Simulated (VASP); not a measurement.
A run of VASP 6.6.1 is set up as follows.

File INCAR:

```
SYSTEM = BN
ALGO = Normal
EDIFF = 1E-8
ENCUT = 520
GGA = PS
IBRION = 8
ISIF = 2
ISMEAR = 0
LASPH = .TRUE.
LCHARG = .FALSE.
LEPSILON = .TRUE.
LREAL = .FALSE.
LWAVE = .FALSE.
NELM = 100
NSW = 1
PREC = Accurate
SIGMA = 0.01
```

Contents of KPOINTS:

```
k-points
0
G
  12 12 12
  0 0 0
```

POSCAR

```
BN
1.0
    0.0000000000      1.7967293869      1.7967293869
    1.7967293869      0.0000000000      1.7967293869
    1.7967293869      1.7967293869      0.0000000000
B N
1 1
Direct
    0.0000000000      0.0000000000      0.0000000000
    0.7500000000      0.7500000000      0.7500000000
```

Potentials or basis: VASP PAW PBE potentials, release 64 (B, N).

Command:

```sh
$ cat potpaw_PBE.64/B/POTCAR potpaw_PBE.64/N/POTCAR > POTCAR
$ mpirun -np 1 vasp_std > vasp.out
```

(1) Estimate the electronic dielectric tensor (diagonal).

(2) Predict the Born charges (mean of the diagonal).

(3) Estimate the highest phonon frequency at Γ, LO-TO splitting left out.

## Answers

(1) 4.62.

(2) B +1.89; N -1.89 e.

(3) 1063 cm⁻¹.

Caveat: the cell wasn't relaxed at this level first, which shifts response properties.
